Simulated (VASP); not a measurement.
Runs of VASP 6.6.1 on CdTe (zincblende type). The structure is that of space group F-43m (No. 216), or close to it. The cells are those of the table. 

```csv
cell,gap on the mesh (eV),pressure (GPa)
"a = 4.531 Å, angles 60.0°, 2 atoms",0.66,(a)
"a = 4.342 Å, angles 60.0°, 2 atoms",1.06,8.5
"a = 3.904 Å, angles 60.0°, 2 atoms",0.99,61.6
"a = 4.061 Å, angles 60.0°, 2 atoms",1.42,34.4
"a = 4.438 Å, angles 60.0°, 2 atoms",0.85,3.7
"a = 4.206 Å, angles 60.0°, 2 atoms",1.37,(d)
"a = 3.712 Å, angles 60.0°, 2 atoms",(b),(c)
```

Alike in all rows: task single point; level LDA; potentials or basis VASP PAW LDA potentials, release 64 (Cd, Te); no spin polarisation; k mesh 12 × 12 × 12; cutoff (eV) 520; smearing fermi-dirac 0.05 eV.

Problem. Fill in the values left out.

Solution. (a) 0.3; (b) 0.36; (c) 117.7; (d) 18.3.

Caveats: spin-orbit coupling is left out, which moves the levels of the heavy elements; the cell stands under pressure (at least some runs).

A k mesh can miss the band edges, and the runs leave out spin-orbit coupling on Cd, Te.
